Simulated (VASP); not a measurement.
# Rh (P6_3/mmc) in VASP: notebook

Runs on Rh. Level: PBE. Tasks: relaxation of shape and atoms at fixed volume, relaxation of cell and atoms.

All numbers are computed with VASP 6.6.1; they aren't measurements. Logs are shortened: lines on timing, memory, paths and dates and some standing lists are left out, and cuts for length are marked.

## (1) The cell of the first run

Symmetry: P6_3/mmc, No. 194, hexagonal system. Conventional cell: a = 2.710 Å, b = 2.710 Å, c = 4.363 Å, α = 90.00°, β = 90.00°, γ = 120.00°. Rh (site symmetry -6m2) has 12 Rh at 2.68 to 2.71 Å within 3.5 Å.

## (2) Relaxation of shape and atoms at fixed volume, PBE (volume scaled by 0.98)

INCAR reads:

```
PREC = Accurate
ENCUT = 600
EDIFF = 1E-6
ISMEAR = -1
SIGMA = 0.15
LREAL = F
LASPH = T
NELM = 100
ALGO = Fast
ISIF = 4
LWAVE = F
LCHARG = F
GGA = PE
IBRION = 2
NSW = 80
EDIFFG = -0.001
```

KPOINTS reads:

```
Automatic mesh
0
Gamma
  18 18 10
```

POSCAR reads:

```
Rh
1.0
    2.7101980974      0.0000000000      0.0000000000
   -1.3550990487      2.3471004016      0.0000000000
    0.0000000000      0.0000000000      4.3633779718
Rh
2
Direct
    0.6666666667      0.3333333333      0.7500000000
    0.3333333333      0.6666666667      0.2500000000
```

Potentials or basis: VASP PAW PBE potentials, release 64 (Rh_pv).

The run is started by

```console
cat potpaw_PBE.64/Rh_pv/POTCAR > POTCAR
mpirun -np 1 vasp_std > vasp.out
```

OUTCAR:

```text
PREC = Accurate
   ENCUT = 600
   EDIFF = 1E-6
   ISMEAR = -1
   LREAL = F
   LASPH = T
   NELM = 100
   ISIF = 4
   GGA = PE
   IBRION = 2
   NSW = 80
   EDIFFG = -0.001

 ion  position               nearest neighbor table
   1  0.667  0.333  0.750-   2 2.68   2 2.68   2 2.68   2 2.68   2 2.68   2 2.68
   2  0.333  0.667  0.250-   1 2.68   1 2.68   1 2.68   1 2.68   1 2.68   1 2.68

  LATTYP: Found a hexagonal cell.
 ALAT       =     2.7101980974
 C/A-ratio  =     1.6099848849

  Lattice vectors:

 A1 = (   2.7101980974,   0.0000000000,   0.0000000000)
 A2 = (  -1.3550990487,   2.3471004016,   0.0000000000)
 A3 = (   0.0000000000,   0.0000000000,   4.3633779718)

Analysis of symmetry for initial positions (statically):
=====================================================================
 Subroutine PRICEL returns:
 Original cell was already a primitive cell.

 Routine SETGRP: Setting up the symmetry group for a
 hexagonal supercell.

 Subroutine GETGRP returns: Found 24 space group operations
 (whereof 12 operations were pure point group operations)
 out of a pool of 24 trial point group operations.

The static configuration has the point symmetry D_3d.
 The point group associated with its full space group is D_6h.

Analysis of symmetry for dynamics (positions and initial velocities):
=====================================================================
 Subroutine PRICEL returns:
 Original cell was already a primitive cell.

 Routine SETGRP: Setting up the symmetry group for a
 hexagonal supercell.

 Subroutine GETGRP returns: Found 24 space group operations
 (whereof 12 operations were pure point group operations)
 out of a pool of 24 trial point group operations.

The dynamic configuration has the point symmetry D_3d.
 The point group associated with its full space group is D_6h.

 Subroutine INISYM returns: Found 24 space group operations
 (whereof 12 operations are pure point group operations),
 and found     1 'primitive' translations

----------------------------------------------------------------------------------------

                                     Primitive cell

  volume of cell :      27.7559

  direct lattice vectors                    reciprocal lattice vectors
     2.710198097  0.000000000  0.000000000     0.368976718  0.213028808  0.000000000
    -1.355099049  2.347100402  0.000000000     0.000000000  0.426057615  0.000000000
     0.000000000  0.000000000  4.363377972     0.000000000  0.000000000  0.229180238

  length of vectors
     2.710198097  2.710198097  4.363377972     0.426057615  0.426057615  0.229180238

  position of ions in fractional coordinates (direct lattice)
     0.666666667  0.333333333  0.750000000
     0.333333333  0.666666667  0.250000000

  ion indices of the primitive-cell ions
   primitive index   ion index
                 1           1
                 2           2

----------------------------------------------------------------------------------------

 KPOINTS: Automatic mesh

Automatic generation of k-mesh.
 Grid dimensions read from file:
 generate k-points for:   18   18   10

 Generating k-lattice:

  Cartesian coordinates                     Fractional coordinates (reciprocal lattice)
     0.020498707  0.011834934  0.000000000     0.055555556 -0.000000000  0.000000000
     0.000000000  0.023669868  0.000000000     0.000000000  0.055555556  0.000000000
     0.000000000  0.000000000  0.022918024     0.000000000  0.000000000  0.100000000

  Length of vectors
     0.023669868  0.023669868  0.022918024

  Shift w.r.t. Gamma in fractional coordinates (k-lattice)
     0.000000000  0.000000000  0.000000000

 Subroutine IBZKPT returns following result:
 ===========================================

 Found    222 irreducible k-points:

 Following reciprocal coordinates:
            Coordinates               Weight
  0.000000  0.000000  0.000000      1.000000
  0.055556  0.000000  0.000000      6.000000
  0.111111  0.000000  0.000000      6.000000
  0.166667 -0.000000  0.000000      6.000000
  0.222222 -0.000000  0.000000      6.000000
  0.277778 -0.000000  0.000000      6.000000
[... 16 lines left out ...]
  0.333333  0.111111  0.000000     12.000000
  0.388889  0.111111  0.000000     12.000000
 [... further k-points ...]
   k-points           NKPTS =    222   k-points in BZ     NKDIM =    222   number of bands    NBANDS=     19
   number of dos      NEDOS =    301   number of ions     NIONS =      2
   total plane-waves  NPLWV =  20736
   dimension x,y,z NGX =    24 NGY =   24 NGZ =   36
   dimension x,y,z NGXF=    48 NGYF=   48 NGZF=   72
   ions per type =               2
   NGX,Y,Z   is equivalent  to a cutoff of  14.72, 14.72, 13.72 a.u.
   NGXF,Y,Z  is equivalent  to a cutoff of  29.44, 29.44, 27.43 a.u.
 SYSTEM =  unknown system
   PREC   = accura    normal or accurate (medium, high low for compatibility)
   ISTART =      0    job   : 0-new  1-cont  2-samecut
   ICHARG =      2    charge: 1-file 2-atom 10-const
   ISPIN  =      1    spin polarized calculation?
   LNONCOLLINEAR =      F non collinear calculations
   LSORBIT =      F    spin-orbit coupling
   LASPH  =      T    aspherical Exc in radial PAW
   ENCUT  =  600.0 eV  44.10 Ry    6.64 a.u.   5.41  5.41  8.71*2*pi/ulx,y,z
   NELM   =    100;   NELMIN=  2; NELMDL= -5     # of ELM steps
   EDIFF  = 0.1E-05   stopping-criterion for ELM
   LREAL  =      F    real-space projection
   EDIFFG = -.1E-02   stopping-criterion for IOM
   NSW    =     80    number of steps for IOM
   IBRION =      2    ionic relax: 0-MD 1-quasi-New 2-CG
   NFREE  =      1    steps in history (QN), initial steepest desc. (CG)
   ISIF   =      4    stress and relaxation
   ISYM   =      2    0-nonsym 1-usesym 2-fastsym
   POTIM  = 0.5000    time-step for ionic-motion
   TEBEG  =    0.0;   TEEND  =   0.0 temperature during run
   PSTRESS=    0.0 pullay stress
   NELECT =      30.0000    total number of electrons
   NUPDOWN=      -1.0000    fix difference up-down
   EMIN   =  10.00;   EMAX   =-10.00  energy-range for DOS
   EFERMI =   0.00;   METHOD = LEGACY
   ISMEAR =    -1;   SIGMA  =   0.15  broadening in eV -4-tet -1-fermi 0-gaus
   EFERMI_NEDOS =   21; number of points for ismear=-14 and -15
   IALGO  =     68    algorithm
   IMIX   =      4    mixing-type and parameters
     AMIX     =   0.40;   BMIX     =  1.00
     AMIX_MAG =   1.60;   BMIX_MAG =  1.00
  volume/ion in A,a.u.               =      13.88        93.65
  Fermi-wavevector in a.u.,A,eV,Ry     =   1.680080  3.174892 38.404760  2.822670
  Thomas-Fermi vector in A             =   2.763878
   LORBIT       =      0    0 simple, 1 ext, 2 COOP (PROOUT), +10 PAW based schemes
   GGA     = PE    functional components
   LHFCALC =     F    Hartree Fock is set to
   AEXX    =    0.0000 exact exchange contribution
   IVDW    =     0    specifies the selected vdW correction
   LEPSILON=     F    determine dielectric tensor
   LRPA    =     F    only Hartree local field effects (RPA)
 conjugate gradient relaxation of ions
 non-spin polarized calculation
 RMM-DIIS sequential band-by-band and
  energy-cutoff  :      600.00
  volume of cell :       27.76
 maximum number of plane-waves:       966
 NGX is ok and might be reduce to    24
   NGX = 11   NGY = 11   NGZ = 17

--------------------------------------- Ionic step        1  -------------------------------------------

 number of electron      30.0000004 magnetization

 Free energy of the ion-electron system (eV)
  ---------------------------------------------------
  ext. energy  EPLUGINS =         0.00000000
  ---------------------------------------------------
  free energy    TOTEN  =       -14.56009175 eV

  energy without entropy =      -14.31588209  energy(sigma->0) =      -14.43798692

------------------------ aborting loop because EDIFF is reached ----------------------------------------

  FORCE on cell =-STRESS in cart. coord.  units (eV):
  Direction    XX          YY          ZZ          XY          YZ          ZX
  --------------------------------------------------------------------------------------
  -------------------------------------------------------------------------------------
  Total        0.9158575      0.9158575      0.9538745      0.0000000      0.0000000     -0.0000000
  in kB       52.8667910     52.8667910     55.0612778      0.0000000      0.0000000     -0.0000000
  external PRESSURE =      53.5982866 kB  Pullay stress =       0.0000000 kB
[... 89 lines left out ...]
  FREE ENERGIE OF THE ION-ELECTRON SYSTEM (eV)
  ---------------------------------------------------
  free  energy   TOTEN  =       -14.5601007802 eV

  energy  without entropy=      -14.3159473396  energy(sigma->0) =      -14.43802406

[... ionic steps 4 to 9 ...]

--------------------------------------- Ionic step       10  -------------------------------------------

 number of electron      30.0000004 magnetization

------------------------ aborting loop because EDIFF is reached ----------------------------------------

  FORCE on cell =-STRESS in cart. coord.  units (eV):
  Direction    XX          YY          ZZ          XY          YZ          ZX
  --------------------------------------------------------------------------------------
  -------------------------------------------------------------------------------------
  Total        0.8926675      0.8926675      0.9123333      0.0000000     -0.0000000      0.0000000
  in kB       51.5281784     51.5281784     52.6633599      0.0000000     -0.0000000      0.0000000
  external PRESSURE =      51.9065722 kB  Pullay stress =       0.0000000 kB
[... 57 lines left out ...]
  energy  without entropy=      -14.3159417449  energy(sigma->0) =      -14.43802236

--------------------------------------- Ionic step       12  -------------------------------------------

 number of electron      30.0000004 magnetization

 Free energy of the ion-electron system (eV)
  ---------------------------------------------------
  ext. energy  EPLUGINS =         0.00000000
  ---------------------------------------------------
  free energy    TOTEN  =       -14.56010279 eV

  energy without entropy =      -14.31593951  energy(sigma->0) =      -14.43802115

 E-fermi :  11.8092     XC(G=0): -13.9686

 val. band max:       11.8036044953   @ k =   0.3333   0.1111   0.2000
 cond. band min:      11.8149475078   @ k =   0.3889   0.0000   0.2000
 fundamental gap:      0.0113430125
 Fermi energy:        11.8091991185

 k-point     1 :       0.0000    0.0000    0.0000
  band No.  band energies     occupation
      1     -35.3395      2.00000
      2     -34.7046      2.00000
      3     -34.7046      2.00000
      4     -34.6070      2.00000
      5     -34.5985      2.00000
      6     -34.5985      2.00000
[... 11 lines left out ...]
     18      12.6008      0.01016
     19      20.4229      0.00000
[... 489 lines left out ...]
      3     -35.0260      2.00000
      4     -34.8897      2.00000
      5     -34.7862      2.00000
      6     -34.7267      2.00000
[... 11 lines left out ...]
     18      18.2037      0.00000
     19      22.1428      0.00000

 [... further k-points ...]
[... 5 lines left out ...]
  --------------------------------------------------------------------------------------
  -------------------------------------------------------------------------------------
  Total        0.8997112      0.8997112      0.8996638     -0.0000000     -0.0000000      0.0000000
  in kB       51.9347674     51.9347674     51.9320266     -0.0000000     -0.0000000      0.0000000
  external PRESSURE =      51.9338538 kB  Pullay stress =       0.0000000 kB
[... 17 lines left out ...]
  FREE ENERGIE OF THE ION-ELECTRON SYSTEM (eV)
  ---------------------------------------------------
  free  energy   TOTEN  =       -14.5601027910 eV

  energy  without entropy=      -14.3159395129  energy(sigma->0) =      -14.43802115

 reached required accuracy - stopping structural energy minimisation
```

Wall time 5.9 min (1 thread of Intel Xeon Platinum 8488C (Sapphire Rapids), shared host); peak memory 0.25 GiB.

What came out:

| Property | Result |
| --- | --- |
| Free energy | -14.5601 eV |
| Energy gained by relaxing | 0.0 meV/atom |
| Ionic steps | 12 |
| Pressure after relaxing | 5.2 GPa |
| Band gap on the k mesh | zero (band 15 reaches 12.46 eV, above the bottom of band 16 at 10.08 eV) |

Final structure:
```xyz
2
Lattice="2.7094 0.0000 0.0000 -1.3547 2.3464 0.0000 0.0000 0.0000 4.3661" Properties=species:S:1:pos:R:3 pbc="T T T"
Rh    1.3547    0.7821    3.2746
Rh    0.0000    1.5643    1.0915
```

Levels at points of the mesh, in eV from the Fermi level:
```csv
k point,band 13,band 14,band 15,band 16,band 17,band 18
"(0.00, 0.00, 0.00)",-2.45,-1.89,-1.89,0.16,0.16,0.79
"(0.50, 0.00, 0.00)",-2.12,0.42,0.65,0.73,3.02,5.11
"(0.00, 0.00, 0.50)",-3.09,-3.09,-0.41,-0.41,-0.41,-0.41
"(0.50, 0.00, 0.50)",-0.28,-0.28,0.61,0.61,2.68,2.68
```

[end of part 1 of 2]
